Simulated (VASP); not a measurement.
Wanted: the native input for a VASP 6.6.1 run.

| Item | Value |
| --- | --- |
| Task | single point |
| Functional | PBE-based screened hybrid with 15 % exact exchange |
| Potentials or basis | VASP PAW PBE potentials, release 64 (Zn, O_h) |
| Cutoff | 1000 eV |
| k mesh | 5 × 5 × 3 |
| Occupations | fermi-dirac, width 0.05 eV |
| Spin | no spin polarisation |
| Dipole correction | no |
| Grid for exact exchange (PRECFOCK) | Normal |
| Share of exact exchange | 0.15 |
| Further INCAR settings | ALGO = Normal; EDIFF = 1e-06; NBANDS = 26 |
| Screening parameter | 0.20787 1/Å |

Crystal: ZnO.

```
Zn O
1.0
     3.24931    0.00000    0.00000
    -1.62465    2.81398    0.00000
     0.00000    0.00000    5.20571
Zn O
2 2
Direct
  0.66667 0.33333 0.00000
  0.33333 0.66667 0.50000
  0.33333 0.66667 0.87901
  0.66667 0.33333 0.37901
```

The input as run:

POSCAR

```
ZnO
1.0
    3.2493080000      0.0000000000      0.0000000000
   -1.6246540000      2.8139832727      0.0000000000
    0.0000000000      0.0000000000      5.2057090000
Zn O
2 2
Direct
    0.6666666667      0.3333333333      0.0000000000
    0.3333333333      0.6666666667      0.5000000000
    0.3333333333      0.6666666667      0.8790100000
    0.6666666667      0.3333333333      0.3790100000
```

INCAR.step1

```
SYSTEM = ZnO
PREC     = Accurate       ! precision mode
ENCUT    = 1000           ! plane-wave cutoff, eV
EDIFF    = 1E-5           ! SCF threshold, eV
ISMEAR   = -1             ! smearing method
SIGMA    = 0.05           ! smearing width, eV
LREAL    = .FALSE.        ! projectors in reciprocal space
LASPH    = .TRUE.         ! aspherical terms in the spheres
NELM     = 120            ! most SCF steps
ALGO     = Normal         ! electronic algorithm
ISIF     = 2              ! what is computed and relaxed
LWAVE    = .TRUE.         ! write WAVECAR
GGA      = PE             ! functional
NBANDS   = 26             ! bands
GGA_COMPAT= .FALSE.
```

INCAR.step2

```
SYSTEM = ZnO
PREC     = Accurate       ! precision mode
ENCUT    = 1000           ! plane-wave cutoff, eV
EDIFF    = 1E-6           ! SCF threshold, eV
ISMEAR   = -1             ! smearing method
SIGMA    = 0.05           ! smearing width, eV
LREAL    = .FALSE.        ! projectors in reciprocal space
LASPH    = .TRUE.         ! aspherical terms in the spheres
NELM     = 120            ! most SCF steps
ALGO     = Normal         ! electronic algorithm
ISIF     = 2              ! what is computed and relaxed
LWAVE    = .FALSE.        ! write WAVECAR
LCHARG   = .TRUE.         ! write CHGCAR
GGA      = PE             ! functional
LHFCALC  = .TRUE.         ! exact exchange
AEXX     = 0.15           ! exact-exchange fraction
HFSCREEN = 0.2078699      ! screening, 1/A
PRECFOCK = Normal       
LELF     = .TRUE.         ! ELF
LVHAR    = .TRUE.       
ISTART   = 1            
NBANDS   = 26             ! bands
GGA_COMPAT= .FALSE.
```

KPOINTS

```
regular mesh
0
G
  5 5 3
  0 0 0
```

Potentials or basis: VASP PAW PBE potentials, release 64 (Zn, O_h).

Command:

```sh
$ cat potpaw_PBE.64/Zn/POTCAR potpaw_PBE.64/O_h/POTCAR > POTCAR
$ cp INCAR.step1 INCAR
$ mpirun -np 1 vasp_std > vasp.out
$ cp INCAR.step2 INCAR
$ mpirun -np 1 vasp_std > vasp.out
```

It gave:

The pressure is 3.4 GPa and the largest force is 0.078 eV/Å. The band gap on the k mesh is 1.79 eV.

Caveat: the k points lie up to 0.45 Å⁻¹ apart; the PAW data sets were made with another functional, which shifts forces and pressure a little.

It took 99 min on 1 thread of Intel(R) Xeon(R) Platinum 8259CL CPU @ 2.50GHz (Skylake/Cascade Lake), with other jobs on the host, peak memory 0.4 GiB.
